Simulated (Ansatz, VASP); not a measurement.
## BP: VASP beside Ansatz

INCAR

```
PREC = Accurate
ENCUT = 520
EDIFF = 1E-7
ISMEAR = -1
SIGMA = 0.05
LREAL = False
LASPH = True
NELM = 80
ALGO = Normal
ISIF = 2
LWAVE = False
LCHARG = False
GGA = B5
ALDAX = 1.0
AGGAX = 1.0
AGGAC = 1.0
ALDAC = 0.0
NBANDS = 11
```

File KPOINTS:

```
Automatic mesh
0
Gamma
  10 10 10
```

File POSCAR:

```
BP
1.0
    0.0000000000      2.2383340787      2.2383340787
    2.2383340787      0.0000000000      2.2383340787
    2.2383340787      2.2383340787      0.0000000000
P B
1 1
Direct
    0.7500000000      0.7500000000      0.7500000000
    0.0000000000      0.0000000000      0.0000000000
```

File input.yaml:

```yaml
crystal:
  lattice:
    - [0.0, 2.2383340787, 2.2383340787]
    - [2.2383340787, 0.0, 2.2383340787]
    - [2.2383340787, 2.2383340787, 0.0]
  atoms:
    - { symbol: P, position: [0.75, 0.75, 0.75] }
    - { symbol: B, position: [0.0, 0.0, 0.0] }
hamiltonian:
  xc: blyp
  pseudopotentials: { kind: paw }
kpoints:
  mp_grid: { grid: [10, 10, 10] }
scf:
  occupations: { method: fermi_dirac, width: 0.05 }
output:
  forces: true
  stress: true
  eigenvalues: true
```

Alike in both runs: task single point; functional BLYP; k mesh 10 × 10 × 10; occupations fermi-dirac, width 0.05 eV; no spin polarisation.

|  | VASP | Ansatz |
| --- | --- | --- |
| version | VASP 6.6.1 | Ansatz 0.2.0 |
| potentials or method | VASP PAW PBE potentials, release 64 (P, B) | Ansatz PAW |
| plane-wave cutoff (eV) | 520 | 420 |
| valence electrons in the cell | 8 | 8 |

Ansatz gave:

* gap on the k mesh at the Fermi level (eV): 1.46
* least direct gap on the mesh (eV): 3.62
* pressure (GPa): 13.6

**Question.** Which values does VASP return?

**Answer.** gap on the k mesh at the Fermi level (eV): 1.49; least direct gap on the mesh (eV): 3.65; pressure (GPa): 13.4.

VASP's potentials were made for PBE, not for BLYP.
